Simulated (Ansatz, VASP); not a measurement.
**Ge in VASP and in Ansatz**

```
CELL_PARAMETERS angstrom
0.00000 2.82891 2.82891
2.82891 0.00000 2.82891
2.82891 2.82891 0.00000
ATOMIC_POSITIONS crystal
Ge 0.75000 0.75000 0.75000
Ge 0.50000 0.50000 0.50000
```

Alike in both runs: task single point; functional r2SCAN; k mesh 8 × 8 × 8; occupations fermi-dirac, width 0.05 eV; no spin polarisation.

|  | VASP | Ansatz |
| --- | --- | --- |
| version | VASP 6.6.1 | Ansatz 0.2.0 |
| potentials or method | VASP PAW PBE potentials, release 64 (Ge_d) | Ansatz PAW |
| plane-wave cutoff (eV) | 520 | 500 |
| valence electrons in the cell | 28 | 28 |

VASP gave:

| Property | Result |
| --- | --- |
| gap on the k mesh at the Fermi level (eV) | 0.40 |
| least direct gap on the mesh (eV) | 0.40 |
| pressure (GPa) | 0.7 |

Task: Estimate Ansatz's values.

Result: gap on the k mesh at the Fermi level (eV): 0.44; least direct gap on the mesh (eV): 0.44; pressure (GPa): 0.6.

VASP's potentials were made for PBE, not for r2SCAN.
